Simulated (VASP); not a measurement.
Runs of VASP 6.6.1 on Cu. The structure is that of space group Fd-3m (No. 227), or close to it. The cells are those of the table. 

| spin | cell | k mesh | gap on the mesh (eV) | pressure (GPa) |
| --- | --- | --- | --- | --- |
| off | a = 3.489 Å, angles 60.0°, 2 atoms | 12 × 12 × 12 | none | 14.1 |
| off | a = 3.735 Å, angles 60.0°, 2 atoms | 12 × 12 × 12 | none | (a) |
| off | a = 3.641 Å, angles 60.0°, 2 atoms | 17 × 17 × 17 | none | 0.3 |
| off | a = 3.641 Å, angles 60.0°, 2 atoms | 12 × 12 × 12 | none | 0.2 |
| off | a = 3.781 Å, angles 60.0°, 2 atoms | 12 × 12 × 12 | none | -6.6 |
| off | a = 3.689 Å, angles 60.0°, 2 atoms | 12 × 12 × 12 | none | (b) |
| off | a = 3.541 Å, angles 60.0°, 2 atoms | 12 × 12 × 12 | none | 8.3 |
| non-collinear, zero start, SOC | a = 3.641 Å, angles 60.0°, 2 atoms | 11 × 11 × 11 | - | 0.3 |

Alike in all rows: task single point; level LDA; potentials or basis VASP PAW LDA potentials, release 64 (Cu); cutoff (eV) 520; smearing fermi-dirac 0.1 eV.

Problem. Estimate the missing entries.

Solution. (a) -4.8; (b) -2.5.

A gap of «none» marks levels without a gap at the run's occupations.
